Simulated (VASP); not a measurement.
A run of VASP 6.6.1:

Contents of POSCAR:

```
Ti
1.0
   -1.2135558414      1.2135558414      1.2135558414
    1.2135558414     -1.2135558414      1.2135558414
    1.2135558414      1.2135558414     -1.2135558414
Ti
1
Direct
    0.0000000000      0.0000000000      0.0000000000
```

Contents of INCAR.step1:

```
PREC = Accurate ; ENCUT = 520
EDIFF = 1E-7 ; ISMEAR = -1
SIGMA = 0.08 ; LREAL = F
LASPH = T ; NELM = 60
ALGO = Normal ; ISIF = 2
LWAVE = F ; LCHARG = T
LMAXMIX = 4 ; NBANDS = 12
```

File KPOINTS.step1:

```
Automatic mesh
0
Gamma
  19 19 19
```

Contents of INCAR.step2:

```
PREC = Accurate ; ENCUT = 520
EDIFF = 1E-7 ; ISMEAR = -5
SIGMA = 0.08 ; LREAL = F
LASPH = T ; NELM = 60
ALGO = Normal ; ISIF = 2
LWAVE = F ; LCHARG = F
LMAXMIX = 4 ; LORBIT = 11
NEDOS = 2001 ; ICHARG = 11
```

KPOINTS.step2

```
Automatic mesh
0
Gamma
  29 29 29
```

Potentials or basis: VASP PAW LDA potentials, release 64 (Ti_sv).

The run is started by

```bash
$ cat potpaw_LDA.64/Ti_sv/POTCAR > POTCAR
$ cp INCAR.step1 INCAR
$ cp KPOINTS.step1 KPOINTS
$ mpirun -np 1 vasp_std > vasp.out
$ cp INCAR.step2 INCAR
$ cp KPOINTS.step2 KPOINTS
$ mpirun -np 1 vasp_std > vasp.out
```

Hardware: 1 thread of Intel(R) Xeon(R) Platinum 8259CL CPU @ 2.50GHz (Skylake/Cascade Lake), with other jobs on the host.

Task: Estimate the wall time of this run.

Result: Wall time 46 s on 1 thread of Intel(R) Xeon(R) Platinum 8259CL CPU @ 2.50GHz (Skylake/Cascade Lake), with other jobs on the host, peak memory 0.2 GiB. Counts: k points 680.
